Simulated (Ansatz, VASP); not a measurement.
## BP: VASP beside Ansatz

```
CELL_PARAMETERS angstrom
0.00000 2.27417 2.27417
2.27417 0.00000 2.27417
2.27417 2.27417 0.00000
ATOMIC_POSITIONS crystal
B 0.00000 0.00000 0.00000
P 0.25000 0.25000 0.25000
```

Alike in both runs: functional PBE; k mesh 8 × 8 × 8; occupations gaussian, width 0.02 eV; no spin polarisation.

Ansatz relaxed the structure, and its values are those at the end. VASP's run is a single point on that final structure, the one shown.

```csv
,VASP,Ansatz
version,VASP 6.6.1,Ansatz 0.2.0
potentials or method,"VASP PAW PBE potentials, release 64 (B, P), cutoff 500 eV","scalar-relativistic, plane waves, PAW"
valence electrons in the cell,8,8
```

```csv
,VASP,Ansatz,Ansatz less VASP
gap on the k mesh at the Fermi level (eV),1.28,1.28,+0.004
least direct gap on the mesh (eV),3.39,3.39,+0.003
pressure (GPa),-0.2,0.0,+0.20
```
